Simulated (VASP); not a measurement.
# W (Im-3m) in VASP: further runs

The runs below take W through relaxation of cell and atoms, with r2SCAN.

Everything below comes from runs of VASP 6.6.1. Logs are shortened: lines on timing, memory, paths and dates and some standing lists are left out, and cuts for length are marked.

### 1 The cell of the first run

It takes space group Im-3m (No. 229, cubic). Conventional cell: a = 3.123 Å, b = 3.123 Å, c = 3.123 Å, α = 90.00°, β = 90.00°, γ = 90.00°. Within 3.6 Å of W (site symmetry m-3m) lie 14 W at 2.70 to 3.12 Å.

### 2 Relaxation of cell and atoms, r2SCAN, target pressure 15 GPa, at which the enthalpy is minimised

POSCAR reads:

```
W
1.0
   -1.5614681029      1.5614681029      1.5614681029
    1.5614681029     -1.5614681029      1.5614681029
    1.5614681029      1.5614681029     -1.5614681029
W
1
Direct
    0.0000000000      0.0000000000      0.0000000000
```

INCAR.step1 reads:

```
  PREC = Accurate
  ENCUT = 600
  ISMEAR = 0
  SIGMA = 0.1
  LREAL = False
  LASPH = True
  NELM = 100
  GGA = PE
  ALGO = Normal
  EDIFF = 1E-4
  LWAVE = True
  LCHARG = False
```

INCAR.step2 reads:

```
  PREC = Accurate
  ENCUT = 600
  EDIFF = 1E-7
  ISMEAR = 0
  SIGMA = 0.1
  LREAL = False
  LASPH = True
  NELM = 100
  ALGO = Normal
  ISIF = 3
  LWAVE = False
  LCHARG = False
  METAGGA = R2SCAN
  LMIXTAU = True
  IBRION = 2
  NSW = 70
  EDIFFG = -0.008
  PSTRESS = 150.0
  ISTART = 1
```

KPOINTS reads:

```
regular mesh
0
Gamma
  18 18 18
```

Potentials or basis: VASP PAW PBE potentials, release 64 (W_sv).

Run with:

```sh
cat potpaw_PBE.64/W_sv/POTCAR > POTCAR
cp INCAR.step1 INCAR
mpirun -np 1 vasp_std > vasp.out
cp INCAR.step2 INCAR
mpirun -np 1 vasp_std > vasp.out
```

OUTCAR:

```text
PREC = Accurate
   ENCUT = 600
   EDIFF = 1E-7
   ISMEAR = 0
   LREAL = False
   LASPH = True
   NELM = 100
   ISIF = 3
   METAGGA = R2SCAN
   IBRION = 2
   NSW = 70
   EDIFFG = -0.008
   PSTRESS = 150.0
   ISTART = 1

 ion  position               nearest neighbor table
   1  0.000  0.000  0.000-

  LATTYP: Found a body centered cubic cell.
 ALAT       =     3.1229362058

  Lattice vectors:

 A1 = (  -1.5614681029,   1.5614681029,   1.5614681029)
 A2 = (   1.5614681029,  -1.5614681029,   1.5614681029)
 A3 = (   1.5614681029,   1.5614681029,  -1.5614681029)

Analysis of symmetry for initial positions (statically):
=====================================================================
 Subroutine PRICEL returns:
 Original cell was already a primitive cell.

 Routine SETGRP: Setting up the symmetry group for a
 body centered cubic supercell.

 Subroutine GETGRP returns: Found 48 space group operations
 (whereof 48 operations were pure point group operations)
 out of a pool of 48 trial point group operations.

The static configuration has the point symmetry O_h .

Analysis of symmetry for dynamics (positions and initial velocities):
=====================================================================
 Subroutine PRICEL returns:
 Original cell was already a primitive cell.

 Routine SETGRP: Setting up the symmetry group for a
 body centered cubic supercell.

 Subroutine GETGRP returns: Found 48 space group operations
 (whereof 48 operations were pure point group operations)
 out of a pool of 48 trial point group operations.

The dynamic configuration has the point symmetry O_h .

 Subroutine INISYM returns: Found 48 space group operations
 (whereof 48 operations are pure point group operations),
 and found     1 'primitive' translations

----------------------------------------------------------------------------------------

                                     Primitive cell

  volume of cell :      15.2286

  direct lattice vectors                    reciprocal lattice vectors
    -1.561468103  1.561468103  1.561468103     0.000000000  0.320211472  0.320211472
     1.561468103 -1.561468103  1.561468103     0.320211472  0.000000000  0.320211472
     1.561468103  1.561468103 -1.561468103     0.320211472  0.320211472  0.000000000

  length of vectors
     2.704542089  2.704542089  2.704542089     0.452847407  0.452847407  0.452847407

  position of ions in fractional coordinates (direct lattice)
     0.000000000  0.000000000  0.000000000

  ion indices of the primitive-cell ions
   primitive index   ion index
                 1           1

----------------------------------------------------------------------------------------

 KPOINTS: regular mesh

Automatic generation of k-mesh.
 Grid dimensions read from file:
 generate k-points for:   18   18   18

 Generating k-lattice:

  Cartesian coordinates                     Fractional coordinates (reciprocal lattice)
     0.000000000  0.017789526  0.017789526     0.055555556  0.000000000  0.000000000
     0.017789526  0.000000000  0.017789526     0.000000000  0.055555556  0.000000000
     0.017789526  0.017789526  0.000000000     0.000000000  0.000000000  0.055555556

  Length of vectors
     0.025158189  0.025158189  0.025158189

  Shift w.r.t. Gamma in fractional coordinates (k-lattice)
     0.000000000  0.000000000  0.000000000

 Subroutine IBZKPT returns following result:
 ===========================================

 Found    195 irreducible k-points:

 Following reciprocal coordinates:
            Coordinates               Weight
  0.000000  0.000000  0.000000      1.000000
  0.055556  0.000000  0.000000     12.000000
  0.111111  0.000000  0.000000     12.000000
  0.166667  0.000000  0.000000     12.000000
  0.222222  0.000000  0.000000     12.000000
  0.277778  0.000000  0.000000     12.000000
[... 16 lines left out ...]
  0.333333  0.111111 -0.000000     48.000000
  0.388889  0.111111  0.000000     48.000000
 [... further k-points ...]
   k-points           NKPTS =    195   k-points in BZ     NKDIM =    195   number of bands    NBANDS=     11
   number of dos      NEDOS =    301   number of ions     NIONS =      1
   total plane-waves  NPLWV =  13824
   dimension x,y,z NGX =    24 NGY =   24 NGZ =   24
   dimension x,y,z NGXF=    48 NGYF=   48 NGZF=   48
   ions per type =               1
   NGX,Y,Z   is equivalent  to a cutoff of  14.75, 14.75, 14.75 a.u.
   NGXF,Y,Z  is equivalent  to a cutoff of  29.51, 29.51, 29.51 a.u.
 SYSTEM =  unknown system
   PREC   = accura    normal or accurate (medium, high low for compatibility)
   ISTART =      1    job   : 0-new  1-cont  2-samecut
   ICHARG =      0    charge: 1-file 2-atom 10-const
   ISPIN  =      1    spin polarized calculation?
   LNONCOLLINEAR =      F non collinear calculations
   LSORBIT =      F    spin-orbit coupling
   LASPH  =      T    aspherical Exc in radial PAW
   ENCUT  =  600.0 eV  44.10 Ry    6.64 a.u.   5.40  5.40  5.40*2*pi/ulx,y,z
[... 39 lines left out ...]
   NGX = 11   NGY = 11   NGZ = 11

--------------------------------------- Ionic step        1  -------------------------------------------

 number of electron      13.9999999 magnetization

 Free energy of the ion-electron system (eV)
  ---------------------------------------------------
  ext. energy  EPLUGINS =         0.00000000
  ---------------------------------------------------
  free energy    TOTEN  =       -51.31122878 eV

  energy without entropy =      -51.30801041  energy(sigma->0) =      -51.30961959

------------------------ aborting loop because EDIFF is reached ----------------------------------------

  FORCE on cell =-STRESS in cart. coord.  units (eV):
  Direction    XX          YY          ZZ          XY          YZ          ZX
  --------------------------------------------------------------------------------------
  -------------------------------------------------------------------------------------
  Total        1.5910257      1.5910257      1.5910257      0.0000000      0.0000000     -0.0000000
  in kB      167.3895836    167.3895836    167.3895836      0.0000000      0.0000000     -0.0000000
  external PRESSURE =      17.3895836 kB  Pullay stress =     150.0000000 kB

 VOLUME and BASIS-vectors are now :
 -----------------------------------------------------------------------------
  energy-cutoff  :      600.00
  volume of cell :       15.23
      direct lattice vectors                 reciprocal lattice vectors
    -1.561468103  1.561468103  1.561468103     0.000000000  0.320211472  0.320211472
     1.561468103 -1.561468103  1.561468103     0.320211472  0.000000000  0.320211472
     1.561468103  1.561468103 -1.561468103     0.320211472  0.320211472  0.000000000
[... 44 lines left out ...]
  FREE ENERGIE OF THE ION-ELECTRON SYSTEM (eV)
  ---------------------------------------------------
  free  energy   TOTEN  =       -51.3391845068 eV

  energy  without entropy=      -51.3357869415  energy(sigma->0) =      -51.33748572

  enthalpy is  TOTEN    =       -49.8790668913 eV   P V=        1.4601176155

--------------------------------------- Ionic step        3  -------------------------------------------

 number of electron      13.9999999 magnetization

 Free energy of the ion-electron system (eV)
  ---------------------------------------------------
  ext. energy  EPLUGINS =         0.00000000
  ---------------------------------------------------
  free energy    TOTEN  =       -51.31801588 eV

  energy without entropy =      -51.31476680  energy(sigma->0) =      -51.31639134

 E-fermi :  11.8039     XC(G=0): -15.1912

 val. band max:       11.7930536705   @ k =  -0.2222   0.2778   0.1111
 cond. band min:      11.8186744944   @ k =  -0.3889   0.3889   0.2778
 fundamental gap:      0.0256208238
 Fermi energy:        11.8039017251

 k-point     1 :       0.0000    0.0000    0.0000
  band No.  band energies     occupation
      1     -64.2523      2.00000
      2     -27.0520      2.00000
      3     -27.0520      2.00000
      4     -27.0520      2.00000
      5       1.4847      2.00000
      6      10.4691      2.00000
      7      10.4691      2.00000
      8      10.4691      2.00000
      9      14.4582      0.00000
     10      14.4582      0.00000
     11      27.1484      0.00000

 k-point     2 :       0.0556    0.0000    0.0000
  band No.  band energies     occupation
      1     -64.2470      2.00000
      2     -27.1028      2.00000
      3     -27.0675      2.00000
      4     -27.0523      2.00000
      5       1.6483      2.00000
      6      10.3668      2.00000
      7      10.4451      2.00000
      8      10.6267      2.00000
      9      14.2882      0.00000
     10      14.4568      0.00000
     11      27.2911      0.00000
[... 295 lines left out ...]
 k-point    24 :       0.3889    0.1111    0.0000
  band No.  band energies     occupation
      1     -64.0754      2.00000
      2     -28.4979      2.00000
      3     -27.5891      2.00000
      4     -27.1303      2.00000
      5       5.4862      2.00000
      6       8.0493      2.00000
      7      11.1585      2.00000
      8      14.1552      0.00000
      9      15.6396      0.00000
     10      18.7811      0.00000
     11      23.8606      0.00000

 [... further k-points ...]
[... 5 lines left out ...]
  --------------------------------------------------------------------------------------
  -------------------------------------------------------------------------------------
  Total        1.4324809      1.4324809      1.4324809     -0.0000000      0.0000000      0.0000000
  in kB      150.0334922    150.0334922    150.0334922     -0.0000000      0.0000000      0.0000000
  external PRESSURE =       0.0334922 kB  Pullay stress =     150.0000000 kB

 VOLUME and BASIS-vectors are now :
 -----------------------------------------------------------------------------
  energy-cutoff  :      600.00
  volume of cell :       15.30
      direct lattice vectors                 reciprocal lattice vectors
    -1.563809093  1.563809093  1.563809093     0.000000000  0.319732122  0.319732122
     1.563809093 -1.563809093  1.563809093     0.319732122  0.000000000  0.319732122
     1.563809093  1.563809093 -1.563809093     0.319732122  0.319732122  0.000000000

 POSITION                                       TOTAL-FORCE (eV/Angst)
 -----------------------------------------------------------------------------------
      0.00000     -0.00000      0.00000        -0.000000     -0.000000     -0.000000
 -----------------------------------------------------------------------------------
    total drift:                                0.000000      0.000000     -0.000000

  FREE ENERGIE OF THE ION-ELECTRON SYSTEM (eV)
  ---------------------------------------------------
  free  energy   TOTEN  =       -51.3180158757 eV

  energy  without entropy=      -51.3147668015  energy(sigma->0) =      -51.31639134

  enthalpy is  TOTEN    =       -49.8858547853 eV   P V=        1.4321610904

 reached required accuracy - stopping structural energy minimisation
```

Run time: 2.6 min. Hardware: 1 thread of Intel Xeon 6975P-C (Granite Rapids), shared host; peak memory 0.19 GiB.

Results:

```
Free energy                                            : -51.3180 eV
Relaxed volume                                         : 15.30 Å³/atom
Relaxed cell                                           : a = 2.709 Å, b = 2.709 Å, c = 2.709 Å, α = 109.47°, β = 109.47°, γ = 109.47°
Space group after relaxing (to 0.05 Å)                 : Im-3m (No. 229)
Energy change on relaxing (the enthalpy is what falls) : -6.8 meV/atom
Ionic steps                                            : 3
Pressure after relaxing                                : 15.0 GPa
Band gap on the k mesh                                 : zero (band 7 reaches 17.42 eV, above the bottom of band 8 at 10.47 eV)
```

Step by step:
```csv
step,energy change (eV),largest force (eV/Å),pressure (GPa),volume (Å³)
1,0.0000,0.0000,16.74,15.23
2,-0.0280,0.0000,7.87,15.60
3,-0.0068,0.0000,15.00,15.30
```

Final structure:
```xyz
1
Lattice="-1.5638 1.5638 1.5638 1.5638 -1.5638 1.5638 1.5638 1.5638 -1.5638" Properties=species:S:1:pos:R:3 pbc="T T T"
W     0.0000    0.0000    0.0000
```

Caveat: the cell is relaxed towards a set pressure, so the enthalpy falls and the energy may rise; the PAW data sets were made with another functional, which shifts forces and pressure a little; spin-orbit coupling is left out, which moves the levels of the heavy elements.

### 3 Relaxation of cell and atoms, r2SCAN, target pressure 3 GPa, at which the enthalpy is minimised

This run uses another cell than the first one, of 15.46 Å³/atom, 1.015 times its volume.

POSCAR reads:

```
W
1.0
   -1.5692972035      1.5692972035      1.5692972035
    1.5692972035     -1.5692972035      1.5692972035
    1.5692972035      1.5692972035     -1.5692972035
W
1
Direct
    0.0000000000      0.0000000000      0.0000000000
```

INCAR.step1, as its differences from that of step 2:

```diff
@@ -6,3 +6,3 @@
   LASPH = True
-  NELM = 100
+  NELM = 80
   GGA = PE
```

INCAR.step2, as its differences from that of step 2:

```diff
@@ -7,3 +7,3 @@
   LASPH = True
-  NELM = 100
+  NELM = 80
   ALGO = Normal
@@ -17,3 +17,3 @@
   EDIFFG = -0.008
-  PSTRESS = 150.0
+  PSTRESS = 30.0
   ISTART = 1
```

KPOINTS reads:

```
Automatic mesh
0
Gamma
  18 18 18
```

Potentials or basis: VASP PAW PBE potentials, release 64 (W_sv).

Run with:

```sh
cat potpaw_PBE.64/W_sv/POTCAR > POTCAR
cp INCAR.step1 INCAR
mpirun -np 1 vasp_std > vasp.out
cp INCAR.step2 INCAR
mpirun -np 1 vasp_std > vasp.out
```

Run time: 2.8 min. Hardware: 1 thread of Intel Xeon 6975P-C (Granite Rapids), shared host; peak memory 0.19 GiB.

The run converged. Its results:

* Free energy: -51.3468 eV
* Relaxed volume: 15.82 Å³/atom
* Relaxed cell: a = 2.739 Å, b = 2.739 Å, c = 2.739 Å, α = 109.47°, β = 109.47°, γ = 109.47°
* Space group after relaxing (to 0.05 Å): Im-3m (No. 229)
* Energy change on relaxing (the enthalpy is what falls): -15.6 meV/atom
* Ionic steps: 4
* Pressure after relaxing: 3.0 GPa
* Band gap on the k mesh: zero (band 7 reaches 16.68 eV, above the bottom of band 8 at 10.04 eV)

Step by step:
| step | energy change (eV) | largest force (eV/Å) | pressure (GPa) | volume (Å³) |
| --- | --- | --- | --- | --- |
| 1 | 0.0000 | 0.0000 | 11.05 | 15.46 |
| 2 | 0.0740 | 0.0000 | -21.00 | 17.26 |
| 3 | -0.0159 | 0.0000 | 2.67 | 15.83 |
| 4 | -0.0156 | 0.0000 | 2.99 | 15.82 |

Final structure:
```
W
1.0
    -1.58141    1.58141    1.58141
     1.58141   -1.58141    1.58141
     1.58141    1.58141   -1.58141
W
1
Direct
  0.00000 0.00000 0.00000
```

Levels at points of the mesh, in eV from the Fermi level:
```tsv
k point	band 5	band 6	band 7	band 8	band 9	band 10
(0.00, 0.00, 0.00)	-10.13	-1.28	-1.28	-1.28	2.58	2.58
(0.50, 0.00, 0.00)	-6.57	-3.75	0.54	2.42	3.47	6.37
(0.50, 0.50, 0.50)	-6.03	-6.03	5.36	5.36	5.36	8.57
```

Caveat: the cell is relaxed towards a set pressure, so the enthalpy falls and the energy may rise; the PAW data sets were made with another functional, which shifts forces and pressure a little; spin-orbit coupling is left out, which moves the levels of the heavy elements.

### 4 Relaxation of cell and atoms, r2SCAN, target pressure 8 GPa, at which the enthalpy is minimised

This run uses another cell than the first one, of 15.52 Å³/atom, 1.019 times its volume.

POSCAR reads:

```
W
1.0
   -1.5715134265      1.5715134265      1.5715134265
    1.5715134265     -1.5715134265      1.5715134265
    1.5715134265      1.5715134265     -1.5715134265
W
1
Direct
    0.0000000000      0.0000000000      0.0000000000
```

INCAR.step1 reads:

```
SYSTEM = W
ALGO = Normal
EDIFF = 1E-4
ENCUT = 600
GGA = PE
ISMEAR = 0
LASPH = .TRUE.
LCHARG = .FALSE.
LREAL = .FALSE.
LWAVE = .TRUE.
NELM = 100
PREC = Accurate
SIGMA = 0.1
```

INCAR.step2 reads:

```
SYSTEM = W
ALGO = Normal
EDIFF = 1E-7
EDIFFG = -0.008
ENCUT = 600
IBRION = 2
ISIF = 3
ISMEAR = 0
ISTART = 1
LASPH = .TRUE.
LCHARG = .FALSE.
LMIXTAU = .TRUE.
LREAL = .FALSE.
LWAVE = .FALSE.
METAGGA = R2SCAN
NELM = 100
NSW = 70
PREC = Accurate
PSTRESS = 80.0
SIGMA = 0.1
```

KPOINTS reads:

```
k-points
0
G
  18 18 18
  0 0 0
```

Run with:

```sh
cat potpaw_PBE.64/W_sv/POTCAR > POTCAR
cp INCAR.step1 INCAR
mpirun -np 1 vasp_std > vasp.out
cp INCAR.step2 INCAR
mpirun -np 1 vasp_std > vasp.out
```

It took 2.1 min on 1 thread of Intel Xeon 6975P-C (Granite Rapids), shared host; peak memory 0.19 GiB.

Results (log left out):

| Quantity | Value |
| --- | --- |
| Free energy | -51.3390 eV |
| Relaxed volume | 15.59 Å³/atom |
| Relaxed cell | a = 2.726 Å, b = 2.726 Å, c = 2.726 Å, α = 109.47°, β = 109.47°, γ = 109.47° |
| Space group after relaxing (to 0.05 Å) | Im-3m (No. 229) |
| Energy change on relaxing (the enthalpy is what falls) | -3.6 meV/atom |
| Ionic steps | 3 |
| Pressure after relaxing | 8.0 GPa |
| Band gap on the k mesh | zero (band 7 reaches 17.00 eV, above the bottom of band 8 at 10.22 eV) |

The path:
| step | energy change (eV) | largest force (eV/Å) | pressure (GPa) | volume (Å³) |
| --- | --- | --- | --- | --- |
| 1 | 0.0000 | 0.0000 | 9.51 | 15.52 |
| 2 | -0.0120 | 0.0000 | 2.26 | 15.85 |
| 3 | -0.0036 | 0.0000 | 8.01 | 15.59 |

Final structure:
```
W
1.0
    -1.57372    1.57372    1.57372
     1.57372   -1.57372    1.57372
     1.57372    1.57372   -1.57372
W
1
Direct
  0.00000 0.00000 0.00000
```

Levels at points of the mesh, in eV from the Fermi level:
```csv
k point,band 4,band 5,band 6,band 7,band 8,band 9,band 10,band 11
"(0.00, 0.00, 0.00)",-38.91,-10.22,-1.30,-1.30,-1.30,2.61,2.61,15.30
"(0.50, 0.00, 0.00)",-38.92,-6.67,-3.83,0.60,2.46,3.53,6.51,11.95
"(0.50, 0.50, 0.50)",-39.92,-6.16,-6.16,5.47,5.47,5.47,8.70,8.70
```

Caveat: the cell is relaxed towards a set pressure, so the enthalpy falls and the energy may rise; the PAW data sets were made with another functional, which shifts forces and pressure a little; spin-orbit coupling is left out, which moves the levels of the heavy elements.

### 5 Overview

```csv
cell,gap on the mesh (eV),pressure (GPa)
"relaxed to 15 GPa from a = 2.705 Å, angles 109.5°, 1 atom",none,15.0
"relaxed to 3 GPa from a = 2.718 Å, angles 109.5°, 1 atom",none,3.0
"relaxed to 8 GPa from a = 2.722 Å, angles 109.5°, 1 atom",none,8.0
```

Alike in all rows: task relaxation of cell and atoms; level r2SCAN; potentials or basis VASP PAW PBE potentials, release 64 (W_sv); no spin polarisation; k mesh 18 × 18 × 18; cutoff (eV) 600; smearing gaussian 0.1 eV.

Caveats: the cell is relaxed towards a set pressure, so the enthalpy falls and the energy may rise; the PAW data sets were made with another functional, which shifts forces and pressure a little; spin-orbit coupling is left out, which moves the levels of the heavy elements.

Total energies depend on the potentials used, so only differences within one code and one set of settings carry meaning.
